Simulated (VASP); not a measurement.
A run of VASP 6.6.1 is set up as follows.

INCAR

```
ALGO = Normal ; EDIFF = 1E-7
ENCUT = 520 ; GGA = PE
ISIF = 2 ; ISMEAR = -1
LASPH = T ; LCHARG = F
LREAL = F ; LWAVE = F
NBANDS = 16 ; NELM = 100
PREC = Accurate ; SIGMA = 0.05
```

Contents of KPOINTS:

```
k-points
0
Gamma
  14 14 14
```

POSCAR

```
NbSi
1.0
    0.0000000000      2.5906957069      2.5906957069
    2.5906957069      0.0000000000      2.5906957069
    2.5906957069      2.5906957069      0.0000000000
Nb Si
1 1
Direct
    0.0000000000      0.0000000000      0.0000000000
    0.5000000000      0.5000000000      0.5000000000
```

Potentials or basis: VASP PAW PBE potentials, release 64 (Nb_sv, Si).

The run is started by

```console
$ cat potpaw_PBE.64/Nb_sv/POTCAR potpaw_PBE.64/Si/POTCAR > POTCAR
$ mpirun -np 1 vasp_std > vasp.out
```

(1) What does it give for the pressure?

(2) Predict the band gap on the k mesh.

Answers

(1) -3.0 GPa.

(2) zero (an odd number of electrons rules out a gap without spin polarisation).

Caveat: the cell stands under tension.
